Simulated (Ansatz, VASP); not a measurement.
**Two plane-wave programs on Al**

```
CELL_PARAMETERS angstrom
0.00000 2.02062 2.02062
2.02062 0.00000 2.02062
2.02062 2.02062 0.00000
ATOMIC_POSITIONS crystal
Al 0.00000 0.00000 0.00000
```

Alike in both runs: functional PBE; k mesh 16 × 16 × 16; no spin polarisation.

Ansatz relaxed the structure, and its values are those at the end. VASP's run is a single point on that final structure, the one shown.

|  | VASP | Ansatz |
| --- | --- | --- |
| version | VASP 6.6.1 | Ansatz 0.2.0 |
| potentials or method | VASP PAW PBE potentials, release 64 (Al) | plane waves, PAW |
| plane-wave cutoff (eV) | 520 | 420 |
| occupations | fermi-dirac, width 0.1 eV | fermi-dirac |
| valence electrons in the cell | 3 | 3 |

```csv
,VASP,Ansatz,Ansatz less VASP
pressure (GPa),0.0,0.0,+0.04
```
